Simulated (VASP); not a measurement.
# CO2 (Pa-3) in VASP: a series of runs, part 2 of 2

VASP 6.6.1. The steps go on from the part before.

### Step 3. Single point, PBE (17.93 Å³/atom)

This run uses another cell than the first one, of 17.93 Å³/atom.

The input, INCAR:

```
SYSTEM = CO2
ALGO = Normal
EDIFF = 1E-6
ENCUT = 1340
GGA = PE
GGA_COMPAT = .FALSE.
ISIF = 2
ISMEAR = 0
LASPH = .TRUE.
LCHARG = .TRUE.
LELF = .TRUE.
LREAL = .FALSE.
LVHAR = .TRUE.
LWAVE = .FALSE.
NBANDS = 44
NELM = 120
PREC = Accurate
SIGMA = 0.05
```

The input, KPOINTS:

```
k-points
0
G
  4 4 4
  0 0 0
```

The input, POSCAR:

```
CO2
1.0
    5.9924349100      0.0000000000      0.0000000000
    0.0000000000      5.9924349100      0.0000000000
    0.0000000000      0.0000000000      5.9924349100
C O
4 8
Direct
    0.0000000000      0.0000000000      0.0000000000
    0.5000000000      0.0000000000      0.5000000000
    0.5000000000      0.5000000000      0.0000000000
    0.0000000000      0.5000000000      0.5000000000
    0.1114834447      0.1114834447      0.1114834447
    0.3885165553      0.8885165553      0.6114834447
    0.6114834447      0.3885165553      0.8885165553
    0.8885165553      0.6114834447      0.3885165553
    0.8885165553      0.8885165553      0.8885165553
    0.6114834447      0.1114834447      0.3885165553
    0.3885165553      0.6114834447      0.1114834447
    0.1114834447      0.3885165553      0.6114834447
```

Potentials or basis: VASP PAW PBE potentials, release 64 (C_h, O_h).

Command:

```console
$ cat potpaw_PBE.64/C_h/POTCAR potpaw_PBE.64/O_h/POTCAR > POTCAR
$ mpirun -np 1 vasp_std > vasp.out
```

OUTCAR:

```text
SYSTEM = CO2
   EDIFF = 1E-6
   ENCUT = 1340
   GGA = PE
   ISIF = 2
   ISMEAR = 0
   LASPH = .TRUE.
   LREAL = .FALSE.
   NELM = 120
   PREC = Accurate

 ion  position               nearest neighbor table
   1  0.000  0.000  0.000-   5 1.16   9 1.16
   2  0.500  0.000  0.500-   6 1.16  10 1.16
   3  0.500  0.500  0.000-   7 1.16  11 1.16
   4  0.000  0.500  0.500-   8 1.16  12 1.16
   5  0.111  0.111  0.111-   1 1.16
   6  0.389  0.889  0.611-   2 1.16
   7  0.611  0.389  0.889-   3 1.16
   8  0.889  0.611  0.389-   4 1.16
   9  0.889  0.889  0.889-   1 1.16
  10  0.611  0.111  0.389-   2 1.16
  11  0.389  0.611  0.111-   3 1.16
  12  0.111  0.389  0.611-   4 1.16

  LATTYP: Found a simple cubic cell.
 ALAT       =     5.9924349100

  Lattice vectors:

 A1 = (   5.9924349100,   0.0000000000,   0.0000000000)
 A2 = (   0.0000000000,   5.9924349100,   0.0000000000)
 A3 = (   0.0000000000,   0.0000000000,   5.9924349100)

Analysis of symmetry for initial positions (statically):
=====================================================================
 Subroutine PRICEL returns:
 Original cell was already a primitive cell.

 Routine SETGRP: Setting up the symmetry group for a
 simple cubic supercell.

 Subroutine GETGRP returns: Found 24 space group operations
 (whereof  6 operations were pure point group operations)
 out of a pool of 48 trial point group operations.

The static configuration has the point symmetry S_6 .
 The point group associated with its full space group is T_h .

Analysis of symmetry for dynamics (positions and initial velocities):
=====================================================================
 Subroutine PRICEL returns:
 Original cell was already a primitive cell.

 Routine SETGRP: Setting up the symmetry group for a
 simple cubic supercell.

 Subroutine GETGRP returns: Found 24 space group operations
 (whereof  6 operations were pure point group operations)
 out of a pool of 48 trial point group operations.

The dynamic configuration has the point symmetry S_6 .
 The point group associated with its full space group is T_h .

 Subroutine INISYM returns: Found 24 space group operations
 (whereof  6 operations are pure point group operations),
 and found     1 'primitive' translations

----------------------------------------------------------------------------------------

                                     Primitive cell

  volume of cell :     215.1840

  direct lattice vectors                    reciprocal lattice vectors
     5.992434910  0.000000000  0.000000000     0.166877073  0.000000000  0.000000000
     0.000000000  5.992434910  0.000000000     0.000000000  0.166877073  0.000000000
     0.000000000  0.000000000  5.992434910     0.000000000  0.000000000  0.166877073

  length of vectors
     5.992434910  5.992434910  5.992434910     0.166877073  0.166877073  0.166877073

  position of ions in fractional coordinates (direct lattice)
     0.000000000  0.000000000  0.000000000
     0.500000000  0.000000000  0.500000000
     0.500000000  0.500000000  0.000000000
     0.000000000  0.500000000  0.500000000
     0.111483445  0.111483445  0.111483445
[... 53 lines left out ...]
  0.500000  0.000000  0.000000      3.000000
  0.250000  0.250000  0.000000     12.000000
  0.500000  0.250000  0.000000      6.000000
 -0.250000  0.500000  0.000000      6.000000
  0.500000  0.500000  0.000000      3.000000
  0.250000  0.250000  0.250000      8.000000
  0.500000  0.250000  0.250000     12.000000
  0.500000  0.500000  0.250000      6.000000
  0.500000  0.500000  0.500000      1.000000
   k-points           NKPTS =     11   k-points in BZ     NKDIM =     11   number of bands    NBANDS=     44
   number of dos      NEDOS =    301   number of ions     NIONS =     12
   total plane-waves  NPLWV = 373248
   dimension x,y,z NGX =    72 NGY =   72 NGZ =   72
   dimension x,y,z NGXF=   144 NGYF=  144 NGZF=  144
   ions per type =               4   8
   NGX,Y,Z   is equivalent  to a cutoff of  19.97, 19.97, 19.97 a.u.
   NGXF,Y,Z  is equivalent  to a cutoff of  39.95, 39.95, 39.95 a.u.
 SYSTEM =  CO2
   PREC   = accura    normal or accurate (medium, high low for compatibility)
   ISTART =      0    job   : 0-new  1-cont  2-samecut
   ICHARG =      2    charge: 1-file 2-atom 10-const
   ISPIN  =      1    spin polarized calculation?
   LNONCOLLINEAR =      F non collinear calculations
   LSORBIT =      F    spin-orbit coupling
   LASPH  =      T    aspherical Exc in radial PAW
   ENCUT  = 1340.0 eV  98.49 Ry    9.92 a.u.  17.89 17.89 17.89*2*pi/ulx,y,z
   NELM   =    120;   NELMIN=  2; NELMDL= -5     # of ELM steps
   EDIFF  = 0.1E-05   stopping-criterion for ELM
   LREAL  =      F    real-space projection
[... 7 lines left out ...]
   TEBEG  =    0.0;   TEEND  =   0.0 temperature during run
   PSTRESS=    0.0 pullay stress
   NELECT =      64.0000    total number of electrons
   NUPDOWN=      -1.0000    fix difference up-down
   EMIN   =  10.00;   EMAX   =-10.00  energy-range for DOS
   EFERMI =   0.00;   METHOD = LEGACY
   ISMEAR =     0;   SIGMA  =   0.05  broadening in eV -4-tet -1-fermi 0-gaus
   EFERMI_NEDOS =   21; number of points for ismear=-14 and -15
   IALGO  =     38    algorithm
   IMIX   =      4    mixing-type and parameters
     AMIX     =   0.40;   BMIX     =  1.00
     AMIX_MAG =   1.60;   BMIX_MAG =  1.00
  volume/ion in A,a.u.               =      17.93       121.01
  Fermi-wavevector in a.u.,A,eV,Ry     =   1.092777  2.065049 16.247551  1.194161
  Thomas-Fermi vector in A             =   2.229049
   LORBIT       =      0    0 simple, 1 ext, 2 COOP (PROOUT), +10 PAW based schemes
   GGA     = PE    functional components
   LHFCALC =     F    Hartree Fock is set to
   AEXX    =    0.0000 exact exchange contribution
   IVDW    =     0    specifies the selected vdW correction
   LEPSILON=     F    determine dielectric tensor
   LRPA    =     F    only Hartree local field effects (RPA)
 non-spin polarized calculation
 Gauss-broadening in eV      SIGMA  =   0.05
  energy-cutoff  :     1340.00
  volume of cell :      215.18
 maximum number of plane-waves:     23984
   NGX = 35   NGY = 35   NGZ = 35

 number of electron      64.0000002 magnetization

 Free energy of the ion-electron system (eV)
  ---------------------------------------------------
  ext. energy  EPLUGINS =         0.00000000
  ---------------------------------------------------
  free energy    TOTEN  =       -93.27037106 eV

  energy without entropy =      -93.27037106  energy(sigma->0) =      -93.27037106

 E-fermi :  -4.0141     XC(G=0):  -7.0029

 val. band max:       -4.2831107248   @ k =   0.0000   0.0000   0.0000
 cond. band min:       2.4595409545   @ k =   0.0000   0.0000   0.0000
 fundamental gap:      6.7426516793
 Fermi energy:        -4.0141144881

 k-point     1 :       0.0000    0.0000    0.0000
  band No.  band energies     occupation
      1     -24.7109      2.00000
      2     -24.6154      2.00000
      3     -24.6154      2.00000
      4     -24.6154      2.00000
      5     -23.6534      2.00000
      6     -23.6534      2.00000
[... 506 lines left out ...]
     43       5.1444      0.00000
     44       5.1444      0.00000

------------------------ aborting loop because EDIFF is reached ----------------------------------------

  FORCE on cell =-STRESS in cart. coord.  units (eV):
  Direction    XX          YY          ZZ          XY          YZ          ZX
  --------------------------------------------------------------------------------------
  -------------------------------------------------------------------------------------
  Total        3.9518839      3.9518839      3.9518839     -0.0000000      0.0000000      0.0000000
  in kB       29.4242078     29.4242078     29.4242078     -0.0000000      0.0000000      0.0000000
  external PRESSURE =      29.4242078 kB  Pullay stress =       0.0000000 kB

 VOLUME and BASIS-vectors are now :
 -----------------------------------------------------------------------------
  energy-cutoff  :     1340.00
  volume of cell :      215.18
      direct lattice vectors                 reciprocal lattice vectors
     5.992434910  0.000000000  0.000000000     0.166877073  0.000000000  0.000000000
     0.000000000  5.992434910  0.000000000     0.000000000  0.166877073  0.000000000
     0.000000000  0.000000000  5.992434910     0.000000000  0.000000000  0.166877073

 POSITION                                       TOTAL-FORCE (eV/Angst)
 -----------------------------------------------------------------------------------
      0.00000      0.00000      0.00000        -0.000000     -0.000000      0.000000
      2.99622      0.00000      2.99622        -0.000000     -0.000000      0.000000
      2.99622      2.99622      0.00000        -0.000000     -0.000000      0.000000
      0.00000      2.99622      2.99622        -0.000000     -0.000000      0.000000
      0.66806      0.66806      0.66806         0.782529      0.782529      0.782529
      2.32816      5.32438      3.66427        -0.782529     -0.782529      0.782529
      3.66427      2.32816      5.32438         0.782529     -0.782529     -0.782529
      5.32438      3.66427      2.32816        -0.782529      0.782529     -0.782529
      5.32438      5.32438      5.32438        -0.782529     -0.782529     -0.782529
      3.66427      0.66806      2.32816         0.782529      0.782529     -0.782529
      2.32816      3.66427      0.66806        -0.782529      0.782529      0.782529
      0.66806      2.32816      3.66427         0.782529     -0.782529      0.782529
 -----------------------------------------------------------------------------------
    total drift:                                0.000000      0.000000      0.000000

  FREE ENERGIE OF THE ION-ELECTRON SYSTEM (eV)
  ---------------------------------------------------
  free  energy   TOTEN  =       -93.2703710600 eV

  energy  without entropy=      -93.2703710600  energy(sigma->0) =      -93.27037106
```

Wall time 7.4 min (1 thread of Intel Xeon Platinum 8259CL at 2.50GHz (Skylake/Cascade Lake), shared host); peak memory 0.91 GiB.

Results:

| Item | Value |
| --- | --- |
| Free energy | -93.2704 eV |
| Pressure | 2.9 GPa |
| Largest force | 1.355 eV/Å |
| Band gap on the k mesh | 6.74 eV |

Forces on the atoms (eV/Å):
```
C    0.000  0.000  0.000
C    0.000  0.000  0.000
C    0.000  0.000  0.000
C    0.000  0.000  0.000
O    0.783  0.783  0.783
O   -0.783 -0.783  0.783
O    0.783 -0.783 -0.783
O   -0.783  0.783 -0.783
O   -0.783 -0.783 -0.783
O    0.783  0.783 -0.783
O   -0.783  0.783  0.783
O    0.783 -0.783  0.783
```

Levels at points of the mesh, in eV from the valence-band top:
| k point | band 29 | band 30 | band 31 | band 32 | band 33 | band 34 | band 35 | band 36 |
| --- | --- | --- | --- | --- | --- | --- | --- | --- |
| (0.00, 0.00, 0.00) | -0.12 | -0.12 | 0.00 | 0.00 | 6.74 | 8.44 | 8.44 | 8.44 |
| (0.50, 0.00, 0.00) | -0.18 | -0.18 | -0.05 | -0.05 | 8.05 | 8.05 | 8.37 | 8.37 |
| (0.50, 0.50, 0.00) | -0.17 | -0.17 | -0.17 | -0.17 | 8.33 | 8.33 | 8.33 | 8.33 |
| (0.50, 0.50, 0.50) | -0.19 | -0.19 | -0.19 | -0.19 | 8.40 | 8.40 | 8.40 | 8.40 |

Caveat: this functional lacks dispersion, which holds the molecules together, so the pressure and a relaxed volume are unreliable; forces of over 1 eV/Å act on the atoms, so gaps and moduli don't describe the material at rest. A k mesh can miss the band edges.
